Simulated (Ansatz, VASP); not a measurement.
Two plane-wave programs on Hg

The input POSCAR:

```
Hg
1.0
    1.7300004553      0.9988162286      2.2340000000
   -1.7300004553      0.9988162286      2.2340000000
    0.0000000000     -1.9976324571      2.2340000000
Hg
1
Direct
    0.0000000000      0.0000000000      0.0000000000
```

The input INCAR.step1:

```
SYSTEM = Hg
PREC = Accurate
ENCUT = 600
ISMEAR = 0
SIGMA = 0.15
LREAL = .False.
LASPH = .True.
NELM = 120
NBANDS = 16
GGA = PE
ALGO = Normal
EDIFF = 1E-5
LWAVE = .True.
LCHARG = .False.
GGA_COMPAT = .False.
```

INCAR.step2

```
SYSTEM = Hg
PREC = Accurate
ENCUT = 600
EDIFF = 1E-6
ISMEAR = 0
SIGMA = 0.15
LREAL = .False.
LASPH = .True.
NELM = 120
ALGO = Normal
ISIF = 2
LWAVE = .False.
LCHARG = .False.
METAGGA = R2SCAN
LMIXTAU = .True.
NBANDS = 16
ISTART = 1
GGA_COMPAT = .False.
```

The input KPOINTS:

```
Automatic mesh
0
Gamma
  18 18 18
  0 0 0
```

Input for Ansatz:

```yaml
crystal:
  lattice:
    - [1.7300004553, 0.9988162286, 2.234]
    - [-1.7300004553, 0.9988162286, 2.234]
    - [0.0, -1.9976324571, 2.234]
  atoms:
    - { symbol: Hg, position: [0.0, 0.0, 0.0] }
basis:
  ecutwfc: 500
kpoints:
  mp_grid: { grid: [18, 18, 18] }
hamiltonian:
  xc: r2scan
scf:
  occupations: { method: gaussian, width: 0.15 }
output:
  forces: true
  stress: true
  eigenvalues: true
  write_density: true
  write_potential: true
  elf: true
  volumetric_format: npy
```

Alike in both runs: task single point; functional r2SCAN; k mesh 18 × 18 × 18; occupations gaussian, width 0.15 eV; no spin polarisation.

|  | VASP | Ansatz |
| --- | --- | --- |
| version | VASP 6.6.1 | Ansatz 0.2.0 |
| potentials or method | VASP PAW PBE potentials, release 64 (Hg_sv_GW), cutoff 600 eV | scalar-relativistic, plane waves, PAW |
| valence electrons in the cell | 20 | 20 |

```tsv
	VASP	Ansatz	Ansatz less VASP
gap on the k mesh at the Fermi level (eV)	none	none	-
pressure (GPa)	4.2	4.3	+0.09
traceless stress, the component that is largest in VASP (GPa)	-0.21	-0.19	+0.019
```

VASP's potentials were made for PBE, not for r2SCAN. A gap of «none» marks a metal or a gap that the smearing closes.

Spin-orbit coupling is off throughout.
